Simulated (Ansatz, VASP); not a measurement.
## One calculation of ZnSe, two programs

```xyz
2
Lattice="3.3252 0.0000 0.0000 0.0000 3.3252 0.0000 0.0000 0.0000 3.3252" Properties=species:S:1:pos:R:3 pbc="T T T"
Zn    0.0000    0.0000    0.0000
Se    1.6626    1.6626    1.6626
```

Alike in both runs: task single point; functional PBEsol; k mesh 6 × 6 × 6; occupations fermi-dirac, width 0.02 eV; no spin polarisation.

|  | VASP | Ansatz |
| --- | --- | --- |
| version | VASP 6.6.1 | Ansatz 0.2.0 |
| potentials or method | VASP PAW PBE potentials, release 64 (Zn, Se) | plane waves, PAW |
| plane-wave cutoff (eV) | 520 | 420 |
| valence electrons in the cell | 18 | 28 |

```tsv
	VASP	Ansatz	Ansatz less VASP
pressure (GPa)	-2.9	-3.1	-0.20
```

VASP's potentials were made for PBE, not for PBEsol. With one functional, cell and mesh, what is left measures potentials, basis and numerics. VASP's potentials hold 18 valence electrons a cell and Ansatz's 28, so a difference there can come from the potentials and not from the codes.
